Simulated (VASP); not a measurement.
# Ge (Fd-3m) in VASP: a series of runs

The runs below take Ge through single point, with LDA.

Program: VASP 6.6.1. These are calculated values, not measurements. Logs are shortened: lines on timing, memory, paths and dates and some standing lists are left out, and cuts for length are marked.

## Step 1: The cell of the first run

It takes space group Fd-3m (No. 227, cubic). Conventional cell: a = 5.622 Å, b = 5.622 Å, c = 5.622 Å, α = 90.00°, β = 90.00°, γ = 90.00°. Ge (site symmetry -43m) has 4 Ge at 2.43 Å within 3.2 Å.

## Step 2: Single point, LDA

INCAR

```
PREC     = Accurate       # precision mode
ENCUT    = 520            # plane-wave cutoff, eV
EDIFF    = 1E-6           # SCF threshold, eV
ISMEAR   = 0              # smearing method
SIGMA    = 0.05           # smearing width, eV
LREAL    = False          # projectors in reciprocal space
LASPH    = True           # aspherical terms in the spheres
NELM     = 100            # most SCF steps
ALGO     = Normal         # electronic algorithm
ISIF     = 2              # what is computed and relaxed
LWAVE    = False          # write WAVECAR
LCHARG   = False          # write CHGCAR
GGA      = CA             # functional
NBANDS   = 21             # bands
```

KPOINTS

```
Automatic mesh
0
Gamma
  14 14 14
```

POSCAR

```
Ge
1.0
    0.0000000000      2.8109767408      2.8109767408
    2.8109767408      0.0000000000      2.8109767408
    2.8109767408      2.8109767408      0.0000000000
Ge
2
Direct
    0.5000000000      0.5000000000      0.5000000000
    0.7500000000      0.7500000000      0.7500000000
```

Potentials or basis: VASP PAW LDA potentials, release 64 (Ge_d).

Run with:

```bash
$ cat potpaw_LDA.64/Ge_d/POTCAR > POTCAR
$ mpirun -np 1 vasp_std > vasp.out
```

OUTCAR:

```text
PREC = Accurate
   ENCUT = 520
   EDIFF = 1E-6
   ISMEAR = 0
   LREAL = False
   LASPH = True
   NELM = 100
   ISIF = 2
   GGA = CA

 ion  position               nearest neighbor table
   1  0.500  0.500  0.500-   2 2.43   2 2.43   2 2.43   2 2.43
   2  0.750  0.750  0.750-   1 2.43   1 2.43   1 2.43   1 2.43

  LATTYP: Found a face centered cubic cell.
 ALAT       =     5.6219534816

  Lattice vectors:

 A1 = (   0.0000000000,   2.8109767408,   2.8109767408)
 A2 = (   2.8109767408,   0.0000000000,   2.8109767408)
 A3 = (   2.8109767408,   2.8109767408,   0.0000000000)

Analysis of symmetry for initial positions (statically):
=====================================================================
 Subroutine PRICEL returns:
 Original cell was already a primitive cell.

 Routine SETGRP: Setting up the symmetry group for a
 face centered cubic supercell.

 Subroutine GETGRP returns: Found 48 space group operations
 (whereof 24 operations were pure point group operations)
 out of a pool of 48 trial point group operations.

The static configuration has the point symmetry T_d .
 The point group associated with its full space group is O_h .

Analysis of symmetry for dynamics (positions and initial velocities):
=====================================================================
 Subroutine PRICEL returns:
 Original cell was already a primitive cell.

 Routine SETGRP: Setting up the symmetry group for a
 face centered cubic supercell.

 Subroutine GETGRP returns: Found 48 space group operations
 (whereof 24 operations were pure point group operations)
 out of a pool of 48 trial point group operations.

The dynamic configuration has the point symmetry T_d .
 The point group associated with its full space group is O_h .

 Subroutine INISYM returns: Found 48 space group operations
 (whereof 24 operations are pure point group operations),
 and found     1 'primitive' translations

----------------------------------------------------------------------------------------

                                     Primitive cell

  volume of cell :      44.4224

  direct lattice vectors                    reciprocal lattice vectors
     0.000000000  2.810976741  2.810976741    -0.177874115  0.177874115  0.177874115
     2.810976741  0.000000000  2.810976741     0.177874115 -0.177874115  0.177874115
     2.810976741  2.810976741  0.000000000     0.177874115  0.177874115 -0.177874115

  length of vectors
     3.975321430  3.975321430  3.975321430     0.308087004  0.308087004  0.308087004

  position of ions in fractional coordinates (direct lattice)
     0.500000000  0.500000000  0.500000000
     0.750000000  0.750000000  0.750000000

  ion indices of the primitive-cell ions
   primitive index   ion index
                 1           1
                 2           2

----------------------------------------------------------------------------------------

 KPOINTS: Automatic mesh

Automatic generation of k-mesh.
 Grid dimensions read from file:
 generate k-points for:   14   14   14

 Generating k-lattice:

  Cartesian coordinates                     Fractional coordinates (reciprocal lattice)
    -0.012705294  0.012705294  0.012705294     0.071428571  0.000000000  0.000000000
     0.012705294 -0.012705294  0.012705294     0.000000000  0.071428571  0.000000000
     0.012705294  0.012705294 -0.012705294     0.000000000  0.000000000  0.071428571

  Length of vectors
     0.022006215  0.022006215  0.022006215

  Shift w.r.t. Gamma in fractional coordinates (k-lattice)
     0.000000000  0.000000000  0.000000000

 Subroutine IBZKPT returns following result:
 ===========================================

 Found    104 irreducible k-points:

 Following reciprocal coordinates:
            Coordinates               Weight
  0.000000  0.000000  0.000000      1.000000
  0.071429  0.000000  0.000000      8.000000
  0.142857  0.000000  0.000000      8.000000
  0.214286  0.000000  0.000000      8.000000
  0.285714  0.000000  0.000000      8.000000
  0.357143  0.000000  0.000000      8.000000
[... 16 lines left out ...]
  0.214286  0.142857  0.000000     24.000000
  0.285714  0.142857  0.000000     24.000000
 [... further k-points ...]
   k-points           NKPTS =    104   k-points in BZ     NKDIM =    104   number of bands    NBANDS=     21
   number of dos      NEDOS =    301   number of ions     NIONS =      2
   total plane-waves  NPLWV =  27000
   dimension x,y,z NGX =    30 NGY =   30 NGZ =   30
   dimension x,y,z NGXF=    60 NGYF=   60 NGZF=   60
   ions per type =               2
   NGX,Y,Z   is equivalent  to a cutoff of  12.55, 12.55, 12.55 a.u.
   NGXF,Y,Z  is equivalent  to a cutoff of  25.09, 25.09, 25.09 a.u.
 SYSTEM =  unknown system
   PREC   = accura    normal or accurate (medium, high low for compatibility)
   ISTART =      0    job   : 0-new  1-cont  2-samecut
   ICHARG =      2    charge: 1-file 2-atom 10-const
   ISPIN  =      1    spin polarized calculation?
   LNONCOLLINEAR =      F non collinear calculations
   LSORBIT =      F    spin-orbit coupling
   LASPH  =      T    aspherical Exc in radial PAW
   ENCUT  =  520.0 eV  38.22 Ry    6.18 a.u.   7.39  7.39  7.39*2*pi/ulx,y,z
   NELM   =    100;   NELMIN=  2; NELMDL= -5     # of ELM steps
   EDIFF  = 0.1E-05   stopping-criterion for ELM
   LREAL  =      F    real-space projection
   EDIFFG = 0.1E-04   stopping-criterion for IOM
   NSW    =      0    number of steps for IOM
   IBRION =     -1    ionic relax: 0-MD 1-quasi-New 2-CG
   NFREE  =      0    steps in history (QN), initial steepest desc. (CG)
   ISIF   =      2    stress and relaxation
   ISYM   =      2    0-nonsym 1-usesym 2-fastsym
   POTIM  = 0.5000    time-step for ionic-motion
   TEBEG  =    0.0;   TEEND  =   0.0 temperature during run
   PSTRESS=    0.0 pullay stress
   NELECT =      28.0000    total number of electrons
   NUPDOWN=      -1.0000    fix difference up-down
   EMIN   =  10.00;   EMAX   =-10.00  energy-range for DOS
   EFERMI =   0.00;   METHOD = LEGACY
   ISMEAR =     0;   SIGMA  =   0.05  broadening in eV -4-tet -1-fermi 0-gaus
   EFERMI_NEDOS =   21; number of points for ismear=-14 and -15
   IALGO  =     38    algorithm
   IMIX   =      4    mixing-type and parameters
     AMIX     =   0.40;   BMIX     =  1.00
     AMIX_MAG =   1.60;   BMIX_MAG =  1.00
  volume/ion in A,a.u.               =      22.21       149.89
  Fermi-wavevector in a.u.,A,eV,Ry     =   1.403655  2.652523 26.806828  1.970246
  Thomas-Fermi vector in A             =   2.526295
   LORBIT       =      0    0 simple, 1 ext, 2 COOP (PROOUT), +10 PAW based schemes
   GGA     = CA    functional components
   LHFCALC =     F    Hartree Fock is set to
   AEXX    =    0.0000 exact exchange contribution
   IVDW    =     0    specifies the selected vdW correction
   LEPSILON=     F    determine dielectric tensor
   LRPA    =     F    only Hartree local field effects (RPA)
 non-spin polarized calculation
 Gauss-broadening in eV      SIGMA  =   0.05
  energy-cutoff  :      520.00
  volume of cell :       44.42
 maximum number of plane-waves:      1243
 NGX is ok and might be reduce to    30
   NGX = 15   NGY = 15   NGZ = 15

 number of electron      28.0000032 magnetization

 Free energy of the ion-electron system (eV)
  ---------------------------------------------------
  ext. energy  EPLUGINS =         0.00000000
  ---------------------------------------------------
  free energy    TOTEN  =       -10.39185249 eV

  energy without entropy =      -10.39182062  energy(sigma->0) =      -10.39183655

 E-fermi :   4.9434     XC(G=0): -10.3786

 val. band max:        4.9417986171   @ k =   0.0000   0.0000   0.0000
 cond. band min:       5.0358435365   @ k =   0.5000   0.0000   0.0000
 fundamental gap:      0.0940449194
 Fermi energy:         4.9433710733

 k-point     1 :       0.0000    0.0000    0.0000
  band No.  band energies     occupation
      1     -20.0567      2.00000
      2     -20.0567      2.00000
      3     -20.0567      2.00000
      4     -20.0185      2.00000
      5     -20.0185      2.00000
      6     -19.7973      2.00000
[... 13 lines left out ...]
     20      14.5134      0.00000
     21      14.5134      0.00000

 k-point     2 :       0.0714    0.0000    0.0000
  band No.  band energies     occupation
      1     -20.0601      2.00000
      2     -20.0601      2.00000
      3     -20.0558      2.00000
      4     -20.0138      2.00000
      5     -20.0138      2.00000
      6     -19.8027      2.00000
[... 13 lines left out ...]
     20      13.9975      0.00000
     21      13.9975      0.00000

 k-point     3 :       0.1429    0.0000    0.0000
  band No.  band energies     occupation
      1     -20.0669      2.00000
      2     -20.0669      2.00000
      3     -20.0533      2.00000
      4     -20.0038      2.00000
      5     -20.0038      2.00000
      6     -19.8118      2.00000
[... 13 lines left out ...]
     20      13.4205      0.00000
     21      13.4205      0.00000

 k-point     4 :       0.2143    0.0000    0.0000
  band No.  band energies     occupation
      1     -20.0732      2.00000
      2     -20.0732      2.00000
      3     -20.0496      2.00000
      4     -19.9931      2.00000
      5     -19.9931      2.00000
      6     -19.8202      2.00000
[... 13 lines left out ...]
     20      13.2046      0.00000
     21      13.2046      0.00000

 k-point     5 :       0.2857    0.0000    0.0000
  band No.  band energies     occupation
      1     -20.0778      2.00000
      2     -20.0778      2.00000
      3     -20.0455      2.00000
      4     -19.9843      2.00000
      5     -19.9843      2.00000
      6     -19.8266      2.00000
[... 13 lines left out ...]
     20      13.4781      0.00000
     21      13.4781      0.00000

 k-point     6 :       0.3571    0.0000    0.0000
  band No.  band energies     occupation
      1     -20.0806      2.00000
      2     -20.0806      2.00000
      3     -20.0418      2.00000
      4     -19.9784      2.00000
      5     -19.9784      2.00000
      6     -19.8305      2.00000
[... 13 lines left out ...]
     20      14.2258      0.00000
     21      14.2258      0.00000

 k-point     7 :       0.4286    0.0000    0.0000
  band No.  band energies     occupation
      1     -20.0819      2.00000
      2     -20.0819      2.00000
      3     -20.0391      2.00000
      4     -19.9753      2.00000
      5     -19.9753      2.00000
      6     -19.8323      2.00000
[... 13 lines left out ...]
     20      15.3026      0.00000
     21      15.3026      0.00000
[... 291 lines left out ...]
      1     -20.0736      2.00000
      2     -20.0672      2.00000
      3     -20.0523      2.00000
      4     -20.0015      2.00000
      5     -19.9930      2.00000
      6     -19.8245      2.00000
[... 13 lines left out ...]
     20      12.8411      0.00000
     21      13.5571      0.00000

 k-point    21 :      -0.0714    0.0714    0.0000
  band No.  band energies     occupation
      1     -20.0665      2.00000
      2     -20.0609      2.00000
      3     -20.0561      2.00000
      4     -20.0100      2.00000
      5     -20.0048      2.00000
      6     -19.8138      2.00000
[... 13 lines left out ...]
     20      13.2446      0.00000
     21      13.7996      0.00000

 k-point    22 :       0.1429    0.1429    0.0000
  band No.  band energies     occupation
      1     -20.0655      2.00000
      2     -20.0643      2.00000
      3     -20.0643      2.00000
      4     -20.0062      2.00000
      5     -19.9876      2.00000
      6     -19.8404      2.00000
[... 13 lines left out ...]
     20      12.7526      0.00000
     21      14.8638      0.00000

 k-point    23 :       0.2143    0.1429    0.0000
  band No.  band energies     occupation
      1     -20.0741      2.00000
      2     -20.0688      2.00000
      3     -20.0592      2.00000
      4     -19.9982      2.00000
      5     -19.9749      2.00000
      6     -19.8542      2.00000
[... 13 lines left out ...]
     20      13.5420      0.00000
     21      14.7578      0.00000

 k-point    24 :       0.2857    0.1429    0.0000
  band No.  band energies     occupation
      1     -20.0828      2.00000
      2     -20.0739      2.00000
      3     -20.0507      2.00000
      4     -19.9885      2.00000
      5     -19.9637      2.00000
      6     -19.8646      2.00000
[... 13 lines left out ...]
     20      14.1623      0.00000
     21      14.7860      0.00000

 [... further k-points ...]
[... 5 lines left out ...]
  --------------------------------------------------------------------------------------
  -------------------------------------------------------------------------------------
  Total        0.0614505      0.0614505      0.0614505      0.0000000      0.0000000      0.0000000
  in kB        2.2163297      2.2163297      2.2163297      0.0000000      0.0000000      0.0000000
  external PRESSURE =       2.2163297 kB  Pullay stress =       0.0000000 kB

 VOLUME and BASIS-vectors are now :
 -----------------------------------------------------------------------------
  energy-cutoff  :      520.00
  volume of cell :       44.42
      direct lattice vectors                 reciprocal lattice vectors
     0.000000000  2.810976741  2.810976741    -0.177874115  0.177874115  0.177874115
     2.810976741  0.000000000  2.810976741     0.177874115 -0.177874115  0.177874115
     2.810976741  2.810976741  0.000000000     0.177874115  0.177874115 -0.177874115

 POSITION                                       TOTAL-FORCE (eV/Angst)
 -----------------------------------------------------------------------------------
      2.81098      2.81098      2.81098        -0.000000     -0.000000     -0.000000
      4.21647      4.21647      4.21647         0.000000      0.000000      0.000000
 -----------------------------------------------------------------------------------
    total drift:                                0.000000     -0.000000     -0.000000

  FREE ENERGIE OF THE ION-ELECTRON SYSTEM (eV)
  ---------------------------------------------------
  free  energy   TOTEN  =       -10.3918524894 eV

  energy  without entropy=      -10.3918206182  energy(sigma->0) =      -10.39183655
```

Wall time 1.7 min (1 thread of AMD EPYC 7R13, shared host); peak memory 0.17 GiB.

What came out:

| Quantity | Value |
| --- | --- |
| Free energy | -10.3919 eV |
| Pressure | 0.2 GPa |

Levels at points of the mesh, in eV from the Fermi level:
```tsv
k point	band 10	band 11	band 12	band 13	band 14	band 15	band 16	band 17	band 18	band 19
(0.00, 0.00, 0.00)	-24.73	-12.98	-0.03	-0.03	-0.03	0.00	2.50	2.50	2.50	6.22
(0.50, 0.00, 0.00)	-24.70	-10.85	-7.76	-1.47	-1.47	0.09	3.70	3.70	6.95	10.49
(0.50, 0.50, 0.00)	-24.68	-9.03	-9.03	-3.17	-3.17	0.61	0.61	9.54	9.54	11.60
```

## Step 3: Single point, LDA

INCAR

```
SYSTEM = Ge
  ALGO = Normal
  EDIFF = 1E-6
  ENCUT = 520
  GGA = CA
  ISIF = 2
  ISMEAR = 0
  LASPH = .TRUE.
  LCHARG = .FALSE.
  LREAL = .FALSE.
  LWAVE = .FALSE.
  NBANDS = 21
  NELM = 60
  PREC = Accurate
  SIGMA = 0.05
```

KPOINTS

```
k-points
0
G
  14 14 14
  0 0 0
```

POSCAR is that of step 2.

Potentials or basis: VASP PAW LDA potentials, release 64 (Ge_d).

Run with:

```bash
$ cat potpaw_LDA.64/Ge_d/POTCAR > POTCAR
$ mpirun -np 1 vasp_std > vasp.out
```

Run time: 99 s. Hardware: 1 thread of AMD EPYC 7R13, shared host; peak memory 0.17 GiB.

The run converged. Its results:

```yaml
Free_energy: -10.3919 eV
Pressure: 0.2 GPa
```

Levels at points of the mesh, in eV from the Fermi level:
| k point | band 12 | band 13 | band 14 | band 15 | band 16 | band 17 |
| --- | --- | --- | --- | --- | --- | --- |
| (0.00, 0.00, 0.00) | -0.03 | -0.03 | -0.03 | 0.00 | 2.50 | 2.50 |
| (0.50, 0.00, 0.00) | -7.76 | -1.47 | -1.47 | 0.09 | 3.70 | 3.70 |
| (0.50, 0.50, 0.00) | -9.03 | -3.17 | -3.17 | 0.61 | 0.61 | 9.54 |

(Continued in part 2 of 2.)
